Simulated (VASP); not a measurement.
ZnCd3O4: single point with PBE

The system is ZnCd3O4.

```xyz
8
Lattice="4.9987 0.0000 0.0000 0.0000 4.9987 0.0000 0.0000 0.0000 4.9987" Properties=species:S:1:pos:R:3 pbc="T T T"
Zn    0.0000    0.0000    0.0000
Cd    0.0000    2.4994    2.4994
Cd    2.4994    0.0000    2.4994
Cd    2.4994    2.4994    0.0000
O     3.8381    3.8381    1.1606
O     3.8381    1.1606    3.8381
O     1.1606    3.8381    3.8381
O     1.1606    1.1606    1.1606
```

```
Program                : VASP 6.6.1
Task                   : single point
Functional             : PBE
Potentials or basis    : VASP PAW PBE potentials, release 64 (Zn, Cd, O)
Cutoff                 : 520 eV
k mesh                 : 4 × 4 × 4
Occupations            : gaussian, width 0.2 eV
Spin                   : no spin polarisation
Dipole correction      : no
Further INCAR settings : ALGO = Normal; EDIFF = 1e-06; NBANDS = 46
```

```
Pressure               : 1.1 GPa
Largest force          : 0.033 eV/Å
Band gap on the k mesh : zero (filled and empty bands touch)
```

Forces on the atoms (eV/Å):
```
Zn   0.000  0.000  0.000
Cd   0.000  0.000  0.000
Cd   0.000  0.000  0.000
Cd   0.000  0.000  0.000
O    0.019  0.019 -0.019
O    0.019 -0.019  0.019
O   -0.019  0.019  0.019
O   -0.019 -0.019 -0.019
```

Levels at points of the mesh, in eV from the Fermi level:
```
           k point  band 34  band 35  band 36  band 37  band 38  band 39
(0.00, 0.00, 0.00)    -0.28    -0.14    -0.14    -0.14     4.82     4.82
(0.50, 0.00, 0.00)    -1.04    -0.78    -0.78     2.56     2.77     6.47
(0.50, 0.50, 0.00)    -0.82    -0.82    -0.52     3.72     4.32     4.32
(0.50, 0.50, 0.50)    -0.83    -0.56    -0.56     3.87     4.18     4.18
```

Wall time 37 s on 1 thread of Intel(R) Xeon(R) 6975P-C (Granite Rapids), with other jobs on the host, peak memory 0.25 GiB.
